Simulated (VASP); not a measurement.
Write the native input for VASP 6.6.1 that does the following.

```yaml
Task: single point
Functional: r2SCAN
Potentials_or_basis: VASP PAW PBE potentials, release 64 (Li_sv, F)
Cutoff: 520 eV
k_mesh: 10 × 10 × 10
Occupations: gaussian, width 0.01 eV
Spin: no spin polarisation
Dipole_correction: no
Further_INCAR_settings: ALGO = Normal; EDIFF = 1e-06; NBANDS = 12
```

LiF:

```
Li F
1.0
     0.00000    2.14461    2.14461
     2.19479    0.00000    2.14461
     2.19479    2.14461    0.00000
Li F
1 1
Direct
  0.00000 0.00000 0.00000
  0.25000 0.25000 0.25000
```

This cell differs from its parent crystal: uniaxial x strain +2.3%.

The input as run:

POSCAR

```
LiF
1.0
    0.0000000000      2.1446105480      2.1446105480
    2.1947944348      0.0000000000      2.1446105480
    2.1947944348      2.1446105480      0.0000000000
Li F
1 1
Direct
    0.0000000000      0.0000000000      0.0000000000
    0.2500000000      0.2500000000      0.2500000000
```

INCAR.step1

```
SYSTEM = LiF
ALGO = Normal ; EDIFF = 1E-4
ENCUT = 520 ; GGA = PE
ISMEAR = 0 ; LASPH = .TRUE.
LCHARG = .FALSE. ; LREAL = .FALSE.
LWAVE = .TRUE. ; NBANDS = 12
NELM = 80 ; PREC = Accurate
SIGMA = 0.01
```

INCAR.step2

```
SYSTEM = LiF
ALGO = Normal ; EDIFF = 1E-6
ENCUT = 520 ; ISIF = 2
ISMEAR = 0 ; ISTART = 1
LASPH = .TRUE. ; LCHARG = .TRUE.
LELF = .TRUE. ; LMIXTAU = .TRUE.
LREAL = .FALSE. ; LVHAR = .TRUE.
LWAVE = .FALSE. ; METAGGA = R2SCAN
NBANDS = 12 ; NELM = 80
PREC = Accurate ; SIGMA = 0.01
```

KPOINTS

```
k-points
0
G
  10 10 10
  0 0 0
```

Potentials or basis: VASP PAW PBE potentials, release 64 (Li_sv, F).

Launch:

```console
$ cat potpaw_PBE.64/Li_sv/POTCAR potpaw_PBE.64/F/POTCAR > POTCAR
$ cp INCAR.step1 INCAR
$ mpirun -np 1 vasp_std > vasp.out
$ cp INCAR.step2 INCAR
$ mpirun -np 1 vasp_std > vasp.out
```

Results of the run:

```
Band gap on the k mesh : 8.62 eV, direct
```

Caveat: the cell differs from its parent crystal (uniaxial x strain +2.3%).

Run time: 32 s on 1 thread of Intel(R) Xeon(R) 6975P-C (Granite Rapids), on a shared host, peak memory 0.14 GiB.
